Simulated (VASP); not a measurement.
Wanted: the native input for a VASP 6.6.1 run.

* Task: electric field gradients
* Functional: PBE
* Potentials or basis: VASP PAW PBE potentials, release 64 (Sr_sv)
* Cutoff: 520 eV
* k mesh: 12 × 12 × 12
* Occupations: fermi-dirac, width 0.05 eV
* Spin: no spin polarisation
* Dipole correction: no
* Further INCAR settings: ALGO = Normal; EDIFF = 1e-08; NBANDS = 11

The structure of Sr lies in POSCAR:

```
Sr
1.0
   -2.4613750000      2.4613750000      2.4250000000
    2.4613750000     -2.4613750000      2.4250000000
    2.4613750000      2.4613750000     -2.4250000000
Sr
1
Direct
    0.0000000000      0.0000000000      0.0000000000
```

This cell differs from its parent crystal: x and y stretched by +1.5 %, z held.

These files were run (other wordings do the same):

INCAR

```
PREC = Accurate
ENCUT = 520
EDIFF = 1E-8
ISMEAR = -1
SIGMA = 0.05
LREAL = False
LASPH = True
NELM = 80
ALGO = Normal
ISIF = 2
LWAVE = False
LCHARG = False
GGA = PE
LEFG = True
NBANDS = 11
```

KPOINTS

```
regular mesh
0
Gamma
  12 12 12
```

Potentials or basis: VASP PAW PBE potentials, release 64 (Sr_sv).

The run is started by

```console
$ cat potpaw_PBE.64/Sr_sv/POTCAR > POTCAR
$ mpirun -np 1 vasp_std > vasp.out
```

It gave:

| Item | Value |
| --- | --- |
| Pressure | -0.8 GPa |
| Band gap on the k mesh | zero (bands 5 and 6 overlap by 0.36 eV) |
| Largest electric field gradient by atom | Sr +0.6 V/Å² |

Caveat: the cell differs from its parent crystal (x and y stretched by +1.5 %, z held); without QUAD_EFG the Cq values of the log hold for a quadrupole moment of 1 mb, not for the nuclei.

Wall time 110 s on 1 thread of Intel Xeon 8259CL, on a shared host, peak memory 0.25 GiB.
